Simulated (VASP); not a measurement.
Here is a VASP 6.6.1 calculation.

Contents of INCAR:

```
SYSTEM = ZrS2
PREC = Accurate
ENCUT = 450
EDIFF = 1E-7
ISMEAR = 0
SIGMA = 0.02
LREAL = .False.
LASPH = .True.
NELM = 120
ALGO = Normal
ISIF = 2
LWAVE = .False.
LCHARG = .False.
LDIPOL = .True.
IDIPOL = 3
DIPOL = 0.5 0.5 0.500
GGA = PE
IVDW = 12
IBRION = 2
NSW = 60
EDIFFG = -0.01
GGA_COMPAT = .False.
NELMIN = 4
NELMDL = -8
```

KPOINTS

```
Automatic mesh
0
Gamma
  9 9 1
  0 0 0
```

Contents of POSCAR:

```
ZrS2
1.0
    3.7215395944      0.0000000000      0.0000000000
   -1.8607697972      3.2229478299      0.0000000000
    0.0000000000      0.0000000000     31.8415096473
S Zr
2 1
Direct
    0.6666666667      0.3333333333      0.4541937806
    0.3333333333      0.6666666667      0.5458062194
    0.0000000000      0.0000000000      0.5000000000
```

Potentials or basis: VASP PAW PBE potentials, release 64 (S, Zr_sv).

Command:

```console
$ cat potpaw_PBE.64/S/POTCAR potpaw_PBE.64/Zr_sv/POTCAR > POTCAR
$ mpirun -np 1 vasp_std > vasp.out
```

**Question.** Estimate the band gap on the k mesh.

**Answer.** 1.34 eV (least direct gap 1.71 eV).

**Question.** What does it give for the dispersion energy per atom?

**Answer.** -0.237 eV.

**Question.** Estimate the energy gained by relaxing.

**Answer.** 4.0 meV/atom.

The path:
```tsv
step	energy change (eV)	largest force (eV/Å)	pressure (GPa)
1	0.0000	0.3523	-0.68
2	-0.0090	0.1757	-0.53
3	-0.0119	0.0029	-0.37
```

Caveat: the cell differs from its parent crystal (biaxial strain +0.020).
